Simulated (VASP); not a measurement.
# NaF (Villiaumite) in VASP: further runs

NaF (Villiaumite) is run at these levels: PBE, r2SCAN; tasks: single point.

Everything below comes from runs of VASP 6.6.1. Logs are shortened: lines on timing, memory, paths and dates and some standing lists are left out, and cuts for length are marked.

## 1. The cell of the first run

Symmetry: Fm-3m, No. 225, cubic system. The conventional cell has a = 4.818 Å, b = 4.818 Å, c = 4.818 Å, α = 90.00°, β = 90.00°, γ = 90.00°. Na (site symmetry m-3m) has 6 F at 2.41 Å within 3.2 Å. Within 3.2 Å of F (site symmetry m-3m) lie 6 Na at 2.41 Å.

## 2. Single point, PBE (strain +4.9%)

The input, INCAR:

```
SYSTEM = NaF
PREC = Accurate
ENCUT = 520
EDIFF = 1E-6
ISMEAR = -1
SIGMA = 0.02
LREAL = .FALSE.
LASPH = .TRUE.
NELM = 60
ALGO = Normal
ISIF = 2
LWAVE = .FALSE.
LCHARG = .FALSE.
GGA = PE
NBANDS = 14
```

The input, KPOINTS:

```
regular mesh
0
G
  10 10 10
  0 0 0
```

The input, POSCAR:

```
NaF
1.0
    0.0000000000      2.4088877442      2.4088877442
    2.4088877442      0.0000000000      2.4088877442
    2.4088877442      2.4088877442      0.0000000000
Na F
1 1
Direct
    0.0000000000      0.0000000000      0.0000000000
    0.5000000000      0.5000000000      0.5000000000
```

Potentials or basis: VASP PAW PBE potentials, release 64 (Na_pv, F).

The run is started by

```
> cat potpaw_PBE.64/Na_pv/POTCAR potpaw_PBE.64/F/POTCAR > POTCAR
> mpirun -np 1 vasp_std > vasp.out
```

OUTCAR:

```text
SYSTEM = NaF
   PREC = Accurate
   ENCUT = 520
   EDIFF = 1E-6
   ISMEAR = -1
   LREAL = .FALSE.
   LASPH = .TRUE.
   NELM = 60
   ISIF = 2
   GGA = PE

 ion  position               nearest neighbor table
   1  0.000  0.000  0.000-
   2  0.500  0.500  0.500-

  LATTYP: Found a face centered cubic cell.
 ALAT       =     4.8177754884

  Lattice vectors:

 A1 = (   0.0000000000,   2.4088877442,   2.4088877442)
 A2 = (   2.4088877442,   0.0000000000,   2.4088877442)
 A3 = (   2.4088877442,   2.4088877442,   0.0000000000)

Analysis of symmetry for initial positions (statically):
=====================================================================
 Subroutine PRICEL returns:
 Original cell was already a primitive cell.

 Routine SETGRP: Setting up the symmetry group for a
 face centered cubic supercell.

 Subroutine GETGRP returns: Found 48 space group operations
 (whereof 48 operations were pure point group operations)
 out of a pool of 48 trial point group operations.

The static configuration has the point symmetry O_h .

Analysis of symmetry for dynamics (positions and initial velocities):
=====================================================================
 Subroutine PRICEL returns:
 Original cell was already a primitive cell.

 Routine SETGRP: Setting up the symmetry group for a
 face centered cubic supercell.

 Subroutine GETGRP returns: Found 48 space group operations
 (whereof 48 operations were pure point group operations)
 out of a pool of 48 trial point group operations.

The dynamic configuration has the point symmetry O_h .

 Subroutine INISYM returns: Found 48 space group operations
 (whereof 48 operations are pure point group operations),
 and found     1 'primitive' translations

----------------------------------------------------------------------------------------

                                     Primitive cell

  volume of cell :      27.9563

  direct lattice vectors                    reciprocal lattice vectors
     0.000000000  2.408887744  2.408887744    -0.207564674  0.207564674  0.207564674
     2.408887744  0.000000000  2.408887744     0.207564674 -0.207564674  0.207564674
     2.408887744  2.408887744  0.000000000     0.207564674  0.207564674 -0.207564674

  length of vectors
     3.406681718  3.406681718  3.406681718     0.359512562  0.359512562  0.359512562

  position of ions in fractional coordinates (direct lattice)
     0.000000000  0.000000000  0.000000000
     0.500000000  0.500000000  0.500000000

  ion indices of the primitive-cell ions
   primitive index   ion index
                 1           1
                 2           2

----------------------------------------------------------------------------------------

 KPOINTS: regular mesh

Automatic generation of k-mesh.
 Grid dimensions read from file:
 generate k-points for:   10   10   10

 Generating k-lattice:

  Cartesian coordinates                     Fractional coordinates (reciprocal lattice)
    -0.020756467  0.020756467  0.020756467     0.100000000  0.000000000  0.000000000
     0.020756467 -0.020756467  0.020756467     0.000000000  0.100000000  0.000000000
     0.020756467  0.020756467 -0.020756467     0.000000000  0.000000000  0.100000000

  Length of vectors
     0.035951256  0.035951256  0.035951256

  Shift w.r.t. Gamma in fractional coordinates (k-lattice)
     0.000000000  0.000000000  0.000000000

 Subroutine IBZKPT returns following result:
 ===========================================

 Found     47 irreducible k-points:

 Following reciprocal coordinates:
            Coordinates               Weight
  0.000000  0.000000  0.000000      1.000000
  0.100000  0.000000  0.000000      8.000000
  0.200000  0.000000  0.000000      8.000000
  0.300000  0.000000  0.000000      8.000000
  0.400000  0.000000  0.000000      8.000000
  0.500000  0.000000  0.000000      4.000000
[... 16 lines left out ...]
  0.300000  0.300000  0.000000      6.000000
  0.400000  0.300000  0.000000     24.000000
 [... further k-points ...]
   k-points           NKPTS =     47   k-points in BZ     NKDIM =     47   number of bands    NBANDS=     14
   number of dos      NEDOS =    301   number of ions     NIONS =      2
   total plane-waves  NPLWV =  21952
   dimension x,y,z NGX =    28 NGY =   28 NGZ =   28
   dimension x,y,z NGXF=    56 NGYF=   56 NGZF=   56
   ions per type =               1   1
   NGX,Y,Z   is equivalent  to a cutoff of  13.66, 13.66, 13.66 a.u.
   NGXF,Y,Z  is equivalent  to a cutoff of  27.33, 27.33, 27.33 a.u.
 SYSTEM =  NaF
   PREC   = accura    normal or accurate (medium, high low for compatibility)
   ISTART =      0    job   : 0-new  1-cont  2-samecut
   ICHARG =      2    charge: 1-file 2-atom 10-const
   ISPIN  =      1    spin polarized calculation?
   LNONCOLLINEAR =      F non collinear calculations
   LSORBIT =      F    spin-orbit coupling
   LASPH  =      T    aspherical Exc in radial PAW
   ENCUT  =  520.0 eV  38.22 Ry    6.18 a.u.   6.33  6.33  6.33*2*pi/ulx,y,z
   NELM   =     60;   NELMIN=  2; NELMDL= -5     # of ELM steps
   EDIFF  = 0.1E-05   stopping-criterion for ELM
   LREAL  =      F    real-space projection
   EDIFFG = 0.1E-04   stopping-criterion for IOM
   NSW    =      0    number of steps for IOM
   IBRION =     -1    ionic relax: 0-MD 1-quasi-New 2-CG
   NFREE  =      0    steps in history (QN), initial steepest desc. (CG)
   ISIF   =      2    stress and relaxation
   ISYM   =      2    0-nonsym 1-usesym 2-fastsym
   POTIM  = 0.5000    time-step for ionic-motion
   TEBEG  =    0.0;   TEEND  =   0.0 temperature during run
   PSTRESS=    0.0 pullay stress
   NELECT =      14.0000    total number of electrons
   NUPDOWN=      -1.0000    fix difference up-down
   EMIN   =  10.00;   EMAX   =-10.00  energy-range for DOS
   EFERMI =   0.00;   METHOD = LEGACY
   ISMEAR =    -1;   SIGMA  =   0.02  broadening in eV -4-tet -1-fermi 0-gaus
   EFERMI_NEDOS =   21; number of points for ismear=-14 and -15
   IALGO  =     38    algorithm
   IMIX   =      4    mixing-type and parameters
     AMIX     =   0.40;   BMIX     =  1.00
     AMIX_MAG =   1.60;   BMIX_MAG =  1.00
  volume/ion in A,a.u.               =      13.98        94.33
  Fermi-wavevector in a.u.,A,eV,Ry     =   1.300043  2.456724 22.995356  1.690111
  Thomas-Fermi vector in A             =   2.431267
   LORBIT       =      0    0 simple, 1 ext, 2 COOP (PROOUT), +10 PAW based schemes
   GGA     = PE    functional components
   LHFCALC =     F    Hartree Fock is set to
   AEXX    =    0.0000 exact exchange contribution
   IVDW    =     0    specifies the selected vdW correction
   LEPSILON=     F    determine dielectric tensor
   LRPA    =     F    only Hartree local field effects (RPA)
 non-spin polarized calculation
  energy-cutoff  :      520.00
  volume of cell :       27.96
 maximum number of plane-waves:       764
 NGX is ok and might be reduce to    28
   NGX = 13   NGY = 13   NGZ = 13

 number of electron      13.9999995 magnetization

 Free energy of the ion-electron system (eV)
  ---------------------------------------------------
  ext. energy  EPLUGINS =         0.00000000
  ---------------------------------------------------
  free energy    TOTEN  =        -8.55225447 eV

  energy without entropy =       -8.55225447  energy(sigma->0) =       -8.55225447

 E-fermi :  -2.1222     XC(G=0):  -8.6138

 val. band max:       -2.5466980154   @ k =   0.0000   0.0000   0.0000
 cond. band min:       3.1653915388   @ k =   0.0000   0.0000   0.0000
 fundamental gap:      5.7120895541
 Fermi energy:        -2.1222386768

 k-point     1 :       0.0000    0.0000    0.0000
  band No.  band energies     occupation
      1     -21.8577      2.00000
      2     -21.8577      2.00000
      3     -21.8577      2.00000
      4     -21.5434      2.00000
      5      -2.5467      2.00000
      6      -2.5467      2.00000
      7      -2.5467      2.00000
      8       3.1654      0.00000
      9      15.5944      0.00000
     10      15.5944      0.00000
     11      15.5944      0.00000
     12      18.2274      0.00000
     13      20.2748      0.00000
     14      20.2748      0.00000

 k-point     2 :       0.1000    0.0000    0.0000
  band No.  band energies     occupation
      1     -21.9521      2.00000
      2     -21.8586      2.00000
      3     -21.8585      2.00000
      4     -21.4392      2.00000
      5      -2.7152      2.00000
      6      -2.5663      2.00000
      7      -2.5663      2.00000
      8       3.4940      0.00000
      9      14.3573      0.00000
     10      15.7183      0.00000
     11      15.7183      0.00000
     12      19.4931      0.00000
     13      19.7788      0.00000
     14      19.7788      0.00000

 k-point     3 :       0.2000    0.0000    0.0000
  band No.  band energies     occupation
      1     -22.0999      2.00000
      2     -21.8608      2.00000
      3     -21.8608      2.00000
      4     -21.2667      2.00000
      5      -3.1023      2.00000
      6      -2.6173      2.00000
      7      -2.6173      2.00000
      8       4.3498      0.00000
      9      12.6307      0.00000
     10      16.0139      0.00000
     11      16.0139      0.00000
     12      19.1181      0.00000
     13      19.1181      0.00000
     14      20.1950      0.00000
[... 324 lines left out ...]
 k-point    23 :       0.3000    0.3000    0.0000
  band No.  band energies     occupation
      1     -22.0863      2.00000
      2     -21.8807      2.00000
      3     -21.8807      2.00000
      4     -21.2348      2.00000
      5      -3.4530      2.00000
      6      -2.7832      2.00000
      7      -2.7832      2.00000
      8       6.2041      0.00000
      9      11.3518      0.00000
     10      14.0867      0.00000
     11      15.6820      0.00000
     12      15.6820      0.00000
     13      21.1061      0.00000
     14      22.3605      0.00000

 k-point    24 :       0.4000    0.3000    0.0000
  band No.  band energies     occupation
      1     -22.0804      2.00000
      2     -21.8892      2.00000
      3     -21.8843      2.00000
      4     -21.2273      2.00000
      5      -3.5527      2.00000
      6      -2.8741      2.00000
      7      -2.8270      2.00000
      8       7.1576      0.00000
      9      10.7868      0.00000
     10      13.0008      0.00000
     11      15.7200      0.00000
     12      15.7381      0.00000
     13      20.9293      0.00000
     14      22.6578      0.00000

 [... further k-points ...]
[... 5 lines left out ...]
  --------------------------------------------------------------------------------------
  -------------------------------------------------------------------------------------
  Total       -0.5165802     -0.5165802     -0.5165802      0.0000000      0.0000000      0.0000000
  in kB      -29.6052456    -29.6052456    -29.6052456      0.0000000      0.0000000      0.0000000
  external PRESSURE =     -29.6052456 kB  Pullay stress =       0.0000000 kB

 VOLUME and BASIS-vectors are now :
 -----------------------------------------------------------------------------
  energy-cutoff  :      520.00
  volume of cell :       27.96
      direct lattice vectors                 reciprocal lattice vectors
     0.000000000  2.408887744  2.408887744    -0.207564674  0.207564674  0.207564674
     2.408887744  0.000000000  2.408887744     0.207564674 -0.207564674  0.207564674
     2.408887744  2.408887744  0.000000000     0.207564674  0.207564674 -0.207564674

 POSITION                                       TOTAL-FORCE (eV/Angst)
 -----------------------------------------------------------------------------------
      0.00000      0.00000      0.00000         0.000000      0.000000      0.000000
      2.40889      2.40889      2.40889        -0.000000     -0.000000     -0.000000
 -----------------------------------------------------------------------------------
    total drift:                                0.000000      0.000000      0.000000

  FREE ENERGIE OF THE ION-ELECTRON SYSTEM (eV)
  ---------------------------------------------------
  free  energy   TOTEN  =        -8.5522544738 eV

  energy  without entropy=       -8.5522544738  energy(sigma->0) =       -8.55225447
```

Wall time 8.4 s (1 thread of Intel Xeon 6975P-C (Granite Rapids), shared host); peak memory 0.15 GiB.

What came out:

| Property | Result |
| --- | --- |
| Free energy | -8.5523 eV |
| Pressure | -3.0 GPa |
| Band gap on the k mesh | 5.71 eV, direct |

Caveat: the cell differs from its parent crystal (strain +4.9%). A k mesh can miss the band edges.

(Part 1 of 2 ends here.)
